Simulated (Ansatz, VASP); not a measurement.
One calculation of CuO, two programs

```
Cu O
1.0
     1.99097   -2.15355    0.00000
     1.99097    2.15355    0.00000
     0.00000    0.00000    5.15593
Cu O
2 2
Cartesian
  0.9955 1.0768 0.0000
  0.9955 -1.0768 2.5780
  1.9910 0.0000 1.2890
  1.9910 0.0000 3.8669
```

Alike in both runs: task single point; functional PBEsol; k mesh 14 × 14 × 8; occupations gaussian, width 0.2 eV; no spin polarisation.

```csv
,VASP,Ansatz
version,VASP 6.6.1,Ansatz 0.2.0
potentials or method,"VASP PAW PBE potentials, release 64 (Cu, O), cutoff 520 eV","scalar-relativistic, plane waves, PAW"
valence electrons in the cell,34,50
```

```tsv
	VASP	Ansatz	Ansatz less VASP
gap on the k mesh at the Fermi level (eV)	none	none	-
pressure (GPa)	-5.4	-6.0	-0.67
traceless stress, the component that is largest in VASP (GPa)	1.31	1.52	+0.214
```

VASP's potentials were made for PBE, not for PBEsol. A gap of «none» marks a metal or a gap that the smearing closes. VASP's potentials hold 34 valence electrons a cell and Ansatz's 50, so a difference there can come from the potentials and not from the codes.
